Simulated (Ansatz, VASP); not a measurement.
# One calculation of SnO2, two programs

File POSCAR:

```
SnO2
1.0
    4.7602164773      0.0000000000      0.0000000000
    0.0000000000      4.7602164773      0.0000000000
    0.0000000000      0.0000000000      3.2005650988
Sn O
2 4
Direct
    0.0000000000      0.0000000000      0.0000000000
    0.5000000000      0.5000000000      0.5000000000
    0.3504570252      0.3504570252      0.0000000000
    0.1941065016      0.8058934984      0.5000000000
    0.6941065016      0.6941065016      0.0000000000
    0.8058934984      0.1941065016      0.5000000000
```

INCAR.step1

```
PREC = Accurate ; ENCUT = 520
ISMEAR = 0 ; SIGMA = 0.05
LREAL = False ; LASPH = True
NELM = 80 ; NBANDS = 35
GGA = PE ; ALGO = Normal
EDIFF = 1E-4 ; LWAVE = True
LCHARG = False
```

Contents of INCAR.step2:

```
PREC = Accurate ; ENCUT = 520
EDIFF = 1E-6 ; ISMEAR = 0
SIGMA = 0.05 ; LREAL = False
LASPH = True ; NELM = 80
ALGO = Normal ; ISIF = 2
LWAVE = False ; LCHARG = False
METAGGA = R2SCAN ; LMIXTAU = True
NBANDS = 35 ; ISTART = 1
```

Contents of KPOINTS:

```
regular mesh
0
Gamma
  6 6 8
```

Input for Ansatz:

```yaml
crystal:
  lattice:
    - [4.7602164794, 0.0, 0.0]
    - [0.0, 4.7602164794, 0.0]
    - [0.0, 0.0, 3.2005650981]
  atoms:
    - { symbol: Sn, position: [0.0, 0.0, 0.0] }
    - { symbol: Sn, position: [0.5, 0.5, 0.5] }
    - { symbol: O, position: [0.350457025, 0.350457025, 0.0] }
    - { symbol: O, position: [0.1941065017, 0.8058934983, 0.5] }
    - { symbol: O, position: [0.6941065017, 0.6941065017, 0.0] }
    - { symbol: O, position: [0.8058934983, 0.1941065017, 0.5] }
basis:
  ecutwfc: 500
kpoints:
  mp_grid: { grid: [6, 6, 8] }
hamiltonian:
  xc: r2scan
scf:
  occupations: { method: gaussian, width: 0.05 }
output:
  forces: true
  stress: true
  eigenvalues: true
```

Alike in both runs: task single point; functional r2SCAN; k mesh 6 × 6 × 8; occupations gaussian, width 0.05 eV; no spin polarisation.

|  | VASP | Ansatz |
| --- | --- | --- |
| version | VASP 6.6.1 | Ansatz 0.2.0 |
| potentials or method | VASP PAW PBE potentials, release 64 (Sn_d, O), cutoff 520 eV | scalar-relativistic, plane waves, PAW |
| valence electrons in the cell | 52 | 52 |

```tsv
	VASP	Ansatz	Ansatz less VASP
gap on the k mesh at the Fermi level (eV)	1.84	1.83	-0.016
least direct gap on the mesh (eV)	1.84	1.83	-0.016
pressure (GPa)	9.8	8.5	-1.27
traceless stress, the component that is largest in VASP (GPa)	5.37	4.63	-0.738
rms of the force components (eV/Å)	1.872	1.833	-0.0394
```

VASP's potentials were made for PBE, not for r2SCAN. Atom by atom the forces differ by 0.046 eV/Å (rms over components). With one functional, cell and mesh, what is left measures potentials, basis and numerics.
